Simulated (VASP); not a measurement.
# Al16Cu: single point with PBE+D3(BJ)

System: Al16Cu, a slab with vacuum.

```
Al Cu
1.0
     5.63242    0.00000    0.00000
     0.00000    7.96545    0.00000
     0.00000    0.00000   21.22935
Al Cu
16 1
Cartesian
  1.4081 1.9914 4.0000
  1.4081 5.9741 4.0000
  4.2243 1.9914 4.0000
  4.2243 5.9741 4.0000
  0.0000 0.0000 5.4081
  0.0000 3.9827 5.4081
  2.8162 0.0000 5.4081
  2.8162 3.9827 5.4081
  1.4081 1.9914 6.8803
  1.4081 5.9741 6.8803
  4.2243 1.9914 6.8803
  4.2243 5.9741 6.8803
  0.0000 0.0000 8.2294
  0.0000 3.9827 8.2294
  2.8162 0.0000 8.2294
  2.8162 3.9827 8.2294
  1.4081 1.4935 11.2294
```

```json
{
 "Program": "VASP 6.6.1",
 "Task": "single point",
 "Functional": "PBE",
 "Dispersion": "D3(BJ)",
 "Potentials or basis": "VASP PAW PBE potentials, release 64 (Al, Cu)",
 "Cutoff": "520 eV",
 "k mesh": "5 × 4 × 1",
 "Occupations": "gaussian, width 0.1 eV",
 "Spin": "no spin polarisation"
}
```

```
Largest force              : 1.009 eV/Å
Band gap on the k mesh     : zero (an odd number of electrons rules out a gap without spin polarisation)
Dispersion energy per atom : -0.211 eV
```

Forces in eV/Å, atoms in the order of the input:
```
Al   0.000 -0.012  0.168
Al   0.000 -0.006  0.151
Al   0.000 -0.006  0.184
Al   0.000 -0.008  0.130
Al  -0.094 -0.016 -0.133
Al  -0.043  0.020 -0.107
Al   0.094 -0.016 -0.133
Al   0.043  0.020 -0.107
Al   0.000  0.009 -0.084
Al   0.000  0.027  0.038
Al   0.000 -0.027 -0.034
Al   0.000  0.016 -0.070
Al   0.039  0.152  0.366
Al   0.029 -0.079  0.131
Al  -0.039  0.152  0.366
Al  -0.029 -0.079  0.131
Cu   0.000 -0.147 -0.998
```

Levels at points of the mesh, in eV from the Fermi level:
| k point | band 26 | band 27 | band 28 | band 29 | band 30 | band 31 | band 32 | band 33 | band 34 | band 35 |
| --- | --- | --- | --- | --- | --- | --- | --- | --- | --- | --- |
| (0.00, 0.00, 0.00) | -0.74 | -0.71 | -0.67 | -0.54 | -0.23 | -0.11 | -0.01 | 0.20 | 1.15 | 1.20 |
| (0.00, 0.50, 0.00) | -0.77 | -0.76 | -0.74 | -0.72 | -0.10 | 0.27 | 0.30 | 0.30 | 0.31 | 1.14 |

It took 13 min on 1 thread of Intel(R) Xeon(R) 6975P-C (Granite Rapids), on a shared host, peak memory 0.89 GiB.
